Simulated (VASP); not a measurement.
# Li (P2_1/m) in VASP: further runs, part 2 of 2

VASP 6.6.1. Earlier steps stand in the parts before.

### 4 Single point, PBEsol+D3(BJ) (atoms displaced along several vibrational modes)

Contents of INCAR:

```
SYSTEM = Li
PREC = Accurate ; ENCUT = 520
EDIFF = 1E-6 ; ISMEAR = 0
SIGMA = 0.15 ; LREAL = .False.
LASPH = .True. ; NELM = 100
ALGO = Fast ; ISIF = 2
LWAVE = .False. ; LCHARG = .False.
GGA = PS ; IVDW = 12
NBANDS = 10
```

Contents of KPOINTS:

```
Automatic mesh
0
Gamma
  16 16 10
  0 0 0
```

Contents of POSCAR:

```
Li
1.0
    0.0000000000     -2.0954789853     -2.0954789853
    0.0000000000      2.0954789853     -2.0954789853
    4.1909579706      0.0000000000      0.0000000000
Li
2
Direct
    0.5760446662      0.4746358707      0.5000000000
   -0.0760446662      0.0253641293      0.0000000000
```

Potentials or basis: VASP PAW PBE potentials, release 64 (Li_sv).

Launch:

```bash
$ cat potpaw_PBE.64/Li_sv/POTCAR > POTCAR
$ mpirun -np 1 vasp_std > vasp.out
```

OUTCAR:

```text
SYSTEM = Li
   PREC = Accurate
   ENCUT = 520
   EDIFF = 1E-6
   ISMEAR = 0
   LREAL = .False.
   LASPH = .True.
   NELM = 100
   ISIF = 2
   GGA = PS
   IVDW = 12
 IVDW          = 12

 ion  position               nearest neighbor table
   1  0.576  0.475  0.500-
   2  0.924  0.025  0.000-

  LATTYP: Found a simple tetragonal cell.
 ALAT       =     2.9634548007
 C/A-ratio  =     1.4142135624

  Lattice vectors:

 A1 = (   0.0000000000,  -2.0954789853,  -2.0954789853)
 A2 = (   0.0000000000,   2.0954789853,  -2.0954789853)
 A3 = (   4.1909579706,   0.0000000000,   0.0000000000)

Analysis of symmetry for initial positions (statically):
=====================================================================
 Subroutine PRICEL returns:
 Original cell was already a primitive cell.

 Routine SETGRP: Setting up the symmetry group for a
 simple tetragonal supercell.

 Subroutine GETGRP returns: Found  4 space group operations
 (whereof  2 operations were pure point group operations)
 out of a pool of 16 trial point group operations.

The static configuration has the point symmetry C_1h.
 The point group associated with its full space group is C_2h.
[... 173 lines left out ...]
      1     -44.9319      2.00000
      2     -44.8850      2.00000
      3      -2.7604      2.00000
      4       2.4412      0.00000
      5       6.0012      0.00000
      6       9.8945      0.00000
      7      10.3547      0.00000
      8      11.6466      0.00000
      9      14.6110      0.00000
     10      16.5377      0.00000
[... 287 lines left out ...]
 k-point    24 :       0.1875    0.0625    0.0000
  band No.  band energies     occupation
      1     -44.9262      2.00000
      2     -44.8841      2.00000
      3      -2.2809      2.00000
      4       3.0847      0.00000
      5       5.2734      0.00000
      6       7.5111      0.00000
      7      10.1925      0.00000
      8      13.4532      0.00000
      9      13.4627      0.00000
     10      15.4271      0.00000

 [... further k-points ...]

------------------------ aborting loop because EDIFF is reached ----------------------------------------

 Edisp (eV)   -0.32959

 E8    (eV) :    -0.2111

  FORCE on cell =-STRESS in cart. coord.  units (eV):
  Direction    XX          YY          ZZ          XY          YZ          ZX
  --------------------------------------------------------------------------------------
  -------------------------------------------------------------------------------------
  Total       0.35292    -0.12219    -0.20900     0.00000    -0.32917     0.00000
  in kB      15.36302    -5.31892    -9.09808     0.00000   -14.32933     0.00000
  external pressure =        0.32 kB  Pullay stress =        0.00 kB

 VOLUME and BASIS-vectors are now :
 -----------------------------------------------------------------------------
  energy-cutoff  :      520.00
  volume of cell :       36.81
      direct lattice vectors                 reciprocal lattice vectors
     0.000000000 -2.095478985 -2.095478985     0.000000000 -0.238608931 -0.238608931
     0.000000000  2.095478985 -2.095478985     0.000000000  0.238608931 -0.238608931
     4.190957971  0.000000000  0.000000000     0.238608931  0.000000000  0.000000000

 POSITION                                       TOTAL-FORCE (eV/Angst)
 -----------------------------------------------------------------------------------
      2.09548     -0.21250     -2.20168         0.000000      0.320358      0.124774
      0.00000     -1.88298     -1.98928         0.000000     -0.320358     -0.124774
 -----------------------------------------------------------------------------------
    total drift:                               -0.000000     -0.000000     -0.000000

  FREE ENERGIE OF THE ION-ELECTRON SYSTEM (eV)
  ---------------------------------------------------
  free  energy   TOTEN  =        -4.1674894693 eV

  energy  without entropy=       -4.1576375253  energy(sigma->0) =       -4.16256350
```

OSZICAR:

```text
N       E                     dE             d eps       ncg     rms          rms(c)
DAV:   1     0.130814976922E+02    0.13081E+02   -0.24960E+03 15616   0.546E+02
DAV:   2    -0.186980213904E+01   -0.14951E+02   -0.14608E+02 20122   0.998E+01
DAV:   3    -0.379810820375E+01   -0.19283E+01   -0.19127E+01 25396   0.278E+01
DAV:   4    -0.384173451107E+01   -0.43626E-01   -0.43549E-01 20562   0.421E+00
DAV:   5    -0.384219773428E+01   -0.46322E-03   -0.46320E-03 20630   0.398E-01    0.417E-01
RMM:   6    -0.383896570385E+01    0.32320E-02   -0.97582E-04 21966   0.207E-01    0.247E-01
RMM:   7    -0.383767311161E+01    0.12926E-02   -0.39704E-03 23926   0.415E-01    0.388E-02
RMM:   8    -0.383781955234E+01   -0.14644E-03   -0.11716E-03 26185   0.209E-01    0.654E-03
RMM:   9    -0.383788045230E+01   -0.60900E-04   -0.45008E-04 27796   0.126E-01    0.149E-02
RMM:  10    -0.383790793073E+01   -0.27478E-04   -0.13462E-04 26416   0.663E-02    0.422E-02
RMM:  11    -0.383790962215E+01   -0.16914E-05   -0.47236E-05 27299   0.433E-02    0.374E-02
RMM:  12    -0.383790353548E+01    0.60867E-05   -0.93396E-06 23773   0.198E-02    0.213E-02
RMM:  13    -0.383790149535E+01    0.20401E-05   -0.26163E-06 19843   0.114E-02    0.127E-02
RMM:  14    -0.383790082760E+01    0.66775E-06   -0.82099E-07 17626   0.592E-03
   1 F= -.41674895E+01 E0= -.41625635E+01  d E =-.985194E-02
```

It took 2.8 min on 1 thread of Oxide Virtual Turin-like, shared host; peak memory 0.28 GiB.

Results:

```yaml
Free_energy: -4.1675 eV
Largest_force: 0.344 eV/Å
Band_gap_on_the_k_mesh: zero (bands 3 and 4 overlap by 5.40 eV)
Dispersion_energy_per_atom: -0.165 eV
```

Forces on the atoms (eV/Å):
```
Li   0.000  0.320  0.125
Li   0.000 -0.320 -0.125
```

Caveat: the cell differs from its parent crystal (atoms displaced along several vibrational modes); the cutoff is under 1.25 times the usual one of these potentials, so pressure, stress and relaxed cells hold a basis-set (Pulay) error; the PAW data sets were made with another functional, which shifts forces and pressure a little.

### 5 Single point, PBEsol+D3(BJ) (atoms displaced along several vibrational modes)

Contents of INCAR:

```
SYSTEM = Li
PREC = Accurate ; ENCUT = 520
EDIFF = 1E-6 ; ISMEAR = 0
SIGMA = 0.15 ; LREAL = .FALSE.
LASPH = .TRUE. ; NELM = 100
ALGO = Fast ; ISIF = 2
LWAVE = .FALSE. ; LCHARG = .TRUE.
GGA = PS ; IVDW = 12
LELF = .TRUE. ; LVHAR = .TRUE.
NBANDS = 10
```

Contents of KPOINTS:

```
Automatic mesh
0
G
  16 16 10
  0 0 0
```

Contents of POSCAR:

```
Li
1.0
    0.0000000000     -2.0954789853     -2.0954789853
    0.0000000000      2.0954789853     -2.0954789853
    4.1909579706      0.0000000000      0.0000000000
Li
2
Direct
    0.6014087956      0.4492717413      0.5000000000
   -0.1014087956      0.0507282587      0.0000000000
```

Potentials or basis: VASP PAW PBE potentials, release 64 (Li_sv).

Launch:

```bash
$ cat potpaw_PBE.64/Li_sv/POTCAR > POTCAR
$ mpirun -np 1 vasp_std > vasp.out
```

OUTCAR:

```text
SYSTEM = Li
   PREC = Accurate
   ENCUT = 520
   EDIFF = 1E-6
   ISMEAR = 0
   LREAL = .FALSE.
   LASPH = .TRUE.
   NELM = 100
   ISIF = 2
   GGA = PS
   IVDW = 12
 IVDW          = 12

 ion  position               nearest neighbor table
   1  0.601  0.449  0.500-   2 2.56   2 2.56
   2  0.899  0.051  0.000-   1 2.56   1 2.56

  LATTYP: Found a simple tetragonal cell.
 ALAT       =     2.9634548007
 C/A-ratio  =     1.4142135624

  Lattice vectors:

 A1 = (   0.0000000000,  -2.0954789853,  -2.0954789853)
 A2 = (   0.0000000000,   2.0954789853,  -2.0954789853)
 A3 = (   4.1909579706,   0.0000000000,   0.0000000000)

Analysis of symmetry for initial positions (statically):
=====================================================================
 Subroutine PRICEL returns:
 Original cell was already a primitive cell.

 Routine SETGRP: Setting up the symmetry group for a
 simple tetragonal supercell.

 Subroutine GETGRP returns: Found  4 space group operations
 (whereof  2 operations were pure point group operations)
 out of a pool of 16 trial point group operations.

The static configuration has the point symmetry C_1h.
 The point group associated with its full space group is C_2h.

Analysis of symmetry for dynamics (positions and initial velocities):
=====================================================================
 Subroutine PRICEL returns:
 Original cell was already a primitive cell.

 Routine SETGRP: Setting up the symmetry group for a
 simple tetragonal supercell.

 Subroutine GETGRP returns: Found  4 space group operations
 (whereof  2 operations were pure point group operations)
 out of a pool of 16 trial point group operations.

The dynamic configuration has the point symmetry C_1h.
 The point group associated with its full space group is C_2h.

 Subroutine INISYM returns: Found  4 space group operations
 (whereof  2 operations are pure point group operations),
 and found     1 'primitive' translations

----------------------------------------------------------------------------------------

                                     Primitive cell

  volume of cell :      36.8053

  direct lattice vectors                    reciprocal lattice vectors
     0.000000000 -2.095478985 -2.095478985     0.000000000 -0.238608931 -0.238608931
     0.000000000  2.095478985 -2.095478985     0.000000000  0.238608931 -0.238608931
     4.190957971  0.000000000  0.000000000     0.238608931  0.000000000  0.000000000

  length of vectors
     2.963454801  2.963454801  4.190957971     0.337443986  0.337443986  0.238608931

  position of ions in fractional coordinates (direct lattice)
     0.601408796  0.449271741  0.500000000
     0.898591204  0.050728259  0.000000000

  ion indices of the primitive-cell ions
   primitive index   ion index
                 1           1
                 2           2

----------------------------------------------------------------------------------------

 KPOINTS: Automatic mesh

Automatic generation of k-mesh.
 Grid dimensions read from file:
 generate k-points for:   16   16   10

 Generating k-lattice:

  Cartesian coordinates                     Fractional coordinates (reciprocal lattice)
     0.000000000 -0.014913058 -0.014913058     0.062500000  0.000000000  0.000000000
     0.000000000  0.014913058 -0.014913058     0.000000000  0.062500000  0.000000000
[... 41 lines left out ...]
   number of dos      NEDOS =    301   number of ions     NIONS =      2
   total plane-waves  NPLWV =  18432
   dimension x,y,z NGX =    24 NGY =   24 NGZ =   32
   dimension x,y,z NGXF=    48 NGYF=   48 NGZF=   64
   ions per type =               2
   NGX,Y,Z   is equivalent  to a cutoff of  13.46, 13.46, 12.69 a.u.
   NGXF,Y,Z  is equivalent  to a cutoff of  26.93, 26.93, 25.39 a.u.
 SYSTEM =  Li
   PREC   = accura    normal or accurate (medium, high low for compatibility)
   ISTART =      0    job   : 0-new  1-cont  2-samecut
   ICHARG =      2    charge: 1-file 2-atom 10-const
   ISPIN  =      1    spin polarized calculation?
   LNONCOLLINEAR =      F non collinear calculations
   LSORBIT =      F    spin-orbit coupling
   LASPH  =      T    aspherical Exc in radial PAW
   ENCUT  =  520.0 eV  38.22 Ry    6.18 a.u.   5.51  5.51  7.79*2*pi/ulx,y,z
   NELM   =    100;   NELMIN=  2; NELMDL= -5     # of ELM steps
   EDIFF  = 0.1E-05   stopping-criterion for ELM
   LREAL  =      F    real-space projection
   EDIFFG = 0.1E-04   stopping-criterion for IOM
   NSW    =      0    number of steps for IOM
   IBRION =     -1    ionic relax: 0-MD 1-quasi-New 2-CG
   NFREE  =      0    steps in history (QN), initial steepest desc. (CG)
   ISIF   =      2    stress and relaxation
   ISYM   =      2    0-nonsym 1-usesym 2-fastsym
   POTIM  = 0.5000    time-step for ionic-motion
   TEBEG  =    0.0;   TEEND  =   0.0 temperature during run
   PSTRESS=    0.0 pullay stress
   NELECT =       6.0000    total number of electrons
   NUPDOWN=      -1.0000    fix difference up-down
   EMIN   =  10.00;   EMAX   =-10.00  energy-range for DOS
   EFERMI =   0.00;   METHOD = LEGACY
   ISMEAR =     0;   SIGMA  =   0.15  broadening in eV -4-tet -1-fermi 0-gaus
   EFERMI_NEDOS =   21; number of points for ismear=-14 and -15
   IALGO  =     68    algorithm
   IMIX   =      4    mixing-type and parameters
     AMIX     =   0.40;   BMIX     =  1.00
     AMIX_MAG =   1.60;   BMIX_MAG =  1.00
  volume/ion in A,a.u.               =      18.40       124.19
  Fermi-wavevector in a.u.,A,eV,Ry     =   0.894311  1.690003 10.881835  0.799792
  Thomas-Fermi vector in A             =   2.016500
   LORBIT       =      0    0 simple, 1 ext, 2 COOP (PROOUT), +10 PAW based schemes
   GGA     = PS    functional components
   LHFCALC =     F    Hartree Fock is set to
   AEXX    =    0.0000 exact exchange contribution
   IVDW    =    12    specifies the selected vdW correction
   LEPSILON=     F    determine dielectric tensor
   LRPA    =     F    only Hartree local field effects (RPA)
 non-spin polarized calculation
 RMM-DIIS sequential band-by-band and
 Gauss-broadening in eV      SIGMA  =   0.15
  energy-cutoff  :      520.00
  volume of cell :       36.81
 maximum number of plane-waves:      1011
 NGX is ok and might be reduce to    24
   NGX = 11   NGY = 11   NGZ = 15

 number of electron       5.9999989 magnetization

 Free energy of the ion-electron system (eV)
  ---------------------------------------------------
  ext. energy  EPLUGINS =         0.00000000
  ---------------------------------------------------
  free energy    TOTEN  =        -3.75357985 eV

  energy without entropy =       -3.74443761  energy(sigma->0) =       -3.74900873

 E-fermi :   0.9449     XC(G=0):  -7.2568

 val. band max:        0.9326246308   @ k =   0.4375   0.1875   0.4000
 cond. band min:       0.9494852405   @ k =  -0.0625   0.5000   0.4000
 fundamental gap:      0.0168606097
 Fermi energy:         0.9448587014

 k-point     1 :       0.0000    0.0000    0.0000
  band No.  band energies     occupation
      1     -45.0162      2.00000
      2     -44.9575      2.00000
      3      -2.7513      2.00000
      4       2.3787      0.00000
      5       6.0275      0.00000
      6      10.0075      0.00000
      7      10.6926      0.00000
      8      11.2550      0.00000
      9      13.7214      0.00000
     10      16.9807      0.00000
[... 287 lines left out ...]
 k-point    24 :       0.1875    0.0625    0.0000
  band No.  band energies     occupation
      1     -45.0109      2.00000
      2     -44.9562      2.00000
      3      -2.2739      2.00000
      4       3.0121      0.00000
      5       5.3707      0.00000
      6       7.5171      0.00000
      7      10.0163      0.00000
      8      13.2782      0.00000
      9      13.6006      0.00000
     10      14.8829      0.00000

 [... further k-points ...]

------------------------ aborting loop because EDIFF is reached ----------------------------------------

 Edisp (eV)   -0.32959

 E8    (eV) :    -0.2111

  FORCE on cell =-STRESS in cart. coord.  units (eV):
  Direction    XX          YY          ZZ          XY          YZ          ZX
  --------------------------------------------------------------------------------------
  -------------------------------------------------------------------------------------
  Total       0.72403    -0.19690    -0.39496     0.00000    -0.42758     0.00000
  in kB      31.51778    -8.57139   -17.19312     0.00000   -18.61304     0.00000
  external pressure =        1.92 kB  Pullay stress =        0.00 kB

 VOLUME and BASIS-vectors are now :
 -----------------------------------------------------------------------------
  energy-cutoff  :      520.00
  volume of cell :       36.81
      direct lattice vectors                 reciprocal lattice vectors
     0.000000000 -2.095478985 -2.095478985     0.000000000 -0.238608931 -0.238608931
     0.000000000  2.095478985 -2.095478985     0.000000000  0.238608931 -0.238608931
     4.190957971  0.000000000  0.000000000     0.238608931  0.000000000  0.000000000

 POSITION                                       TOTAL-FORCE (eV/Angst)
 -----------------------------------------------------------------------------------
      2.09548     -0.31880     -2.20168         0.000000      0.471042      0.074753
      0.00000     -1.77668     -1.98928         0.000000     -0.471042     -0.074753
 -----------------------------------------------------------------------------------
    total drift:                                0.000000     -0.000000     -0.000000

  FREE ENERGIE OF THE ION-ELECTRON SYSTEM (eV)
  ---------------------------------------------------
  free  energy   TOTEN  =        -4.0831663803 eV

  energy  without entropy=       -4.0740241447  energy(sigma->0) =       -4.07859526
```

It took 2.5 min on 1 thread of Oxide Virtual Turin-like, shared host; peak memory 0.29 GiB.

Results:

- Free energy: -4.0832 eV
- Largest force: 0.477 eV/Å
- Band gap on the k mesh: zero (bands 3 and 4 overlap by 5.22 eV)
- Dispersion energy per atom: -0.165 eV

Forces on the atoms (eV/Å):
```
Li   0.000  0.471  0.075
Li   0.000 -0.471 -0.075
```

Levels at points of the mesh, in eV from the Fermi level:
```csv
k point,band 1,band 2,band 3,band 4,band 5,band 6,band 7
"(0.00, 0.00, 0.00)",-45.96,-45.90,-3.70,1.43,5.08,9.06,9.75
"(0.50, 0.00, 0.00)",-45.95,-45.90,-1.12,0.14,4.60,6.93,7.53
"(0.00, 0.50, 0.00)",-45.94,-45.91,-0.91,-0.26,5.04,6.29,8.14
"(0.50, 0.50, 0.00)",-45.93,-45.90,1.59,2.02,3.84,4.90,7.96
"(0.00, 0.00, 0.50)",-45.93,-45.93,-2.15,-2.15,10.51,10.51,10.96
"(0.50, 0.00, 0.50)",-45.92,-45.92,0.07,0.07,2.85,2.85,13.16
"(0.00, 0.50, 0.50)",-45.92,-45.92,-0.12,-0.12,3.17,3.17,13.28
"(0.50, 0.50, 0.50)",-45.91,-45.91,3.07,3.07,3.71,3.71,5.38
```

Caveat: the cell differs from its parent crystal (atoms displaced along several vibrational modes); the cutoff is under 1.25 times the usual one of these potentials, so pressure, stress and relaxed cells hold a basis-set (Pulay) error; the PAW data sets were made with another functional, which shifts forces and pressure a little.

### 6 The runs side by side

```csv
cell,further INCAR settings,gap on the mesh (eV),largest force (eV/Å)
"as given, atomic positions A",ALGO = Fast; EDIFF = 1e-07; NBANDS = 10,none,0.37
"as given, atomic positions B",ALGO = Fast; EDIFF = 1e-06; NBANDS = 10,none,0.60
"as given, atomic positions C",ALGO = Fast; EDIFF = 1e-06; NBANDS = 10,none,0.34
"as given, atomic positions D",ALGO = Fast; EDIFF = 1e-06; NBANDS = 10,none,0.48
```

Alike in all rows: task single point; level PBEsol+D3(BJ); potentials or basis VASP PAW PBE potentials, release 64 (Li_sv); no spin polarisation; k mesh 16 × 16 × 10; cutoff (eV) 520; smearing gaussian 0.15 eV.

Caveats: the cutoff is under 1.25 times the usual one of these potentials, so pressure, stress and relaxed cells hold a basis-set (Pulay) error; the PAW data sets were made with another functional, which shifts forces and pressure a little.

Total energies depend on the potentials used, so only differences within one code and one set of settings carry meaning.
